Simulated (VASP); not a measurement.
# TaN: single point with PBE

Crystal: TaN.

```
Ta N
1.0
     0.00000    0.00000    2.89777
     2.95018    0.00000    0.00000
     0.00000    5.10987    0.00000
Ta N
2 2
Direct
  0.50000 0.00000 0.33515
  0.50000 0.50000 0.83515
  0.00000 0.50000 0.47652
  0.00000 0.00000 0.97652
```

This cell differs from its parent crystal: atoms displaced along a vibrational mode.

- Program: VASP 6.6.1
- Task: single point
- Functional: PBE
- Potentials or basis: VASP PAW PBE potentials, release 64 (Ta_pv, N)
- Cutoff: 520 eV
- k mesh: 20 × 20 × 12
- Occupations: gaussian, width 0.15 eV
- Spin: no spin polarisation
- Dipole correction: no
- Further INCAR settings: ALGO = Normal; EDIFF = 1e-07; NBANDS = 24

| Quantity | Value |
| --- | --- |
| Pressure | 2.7 GPa |
| Largest force | 1.491 eV/Å |
| Band gap on the k mesh | zero (bands 16 and 17 overlap by 0.20 eV) |

Forces in eV/Å, atoms in the order of the input:
```
Ta   0.000 -1.491  0.000
Ta   0.000 -1.491  0.000
N    0.000  1.491  0.000
N    0.000  1.491  0.000
```

Stress tensor (GPa, compression positive):
```
2.95 0.00 0.00
0.00 1.16 0.00
0.00 0.00 3.84
```

Levels at points of the mesh, in eV from the Fermi level:
```tsv
k point	band 12	band 13	band 14	band 15	band 16	band 17	band 18	band 19	band 20	band 21
(0.00, 0.00, 0.00)	-4.36	-4.02	-3.45	-3.28	-2.97	1.80	2.83	2.88	3.75	4.03
(0.50, 0.00, 0.00)	-5.96	-4.40	-2.99	-0.30	-0.06	0.12	2.22	2.49	4.02	4.43
(0.00, 0.50, 0.00)	-5.28	-4.99	-4.99	-1.22	-1.22	1.39	1.39	1.85	1.85	4.10
(0.50, 0.50, 0.00)	-6.62	-4.14	-4.14	-1.06	-1.06	4.28	4.28	4.35	4.35	5.83
(0.00, 0.00, 0.50)	-3.97	-3.73	-3.73	-3.19	-3.19	2.48	2.48	3.27	3.27	3.60
(0.50, 0.00, 0.50)	-5.27	-4.99	-4.99	-1.44	-1.44	1.97	1.97	2.83	2.83	4.23
(0.00, 0.50, 0.50)	-5.40	-4.15	-4.15	-2.38	-2.38	2.91	2.91	3.90	3.90	5.16
(0.50, 0.50, 0.50)	-5.99	-5.39	-5.39	-0.71	-0.71	3.77	3.77	5.23	5.23	5.90
```

It took 14 min on 1 thread of Intel Xeon 8259CL, with other jobs on the host, peak memory 0.77 GiB.

Caveat: the cell differs from its parent crystal (atoms displaced along a vibrational mode); spin-orbit coupling is left out, which moves the levels of the heavy elements; forces of over 1 eV/Å act on the atoms, so gaps and moduli don't describe the material at rest.
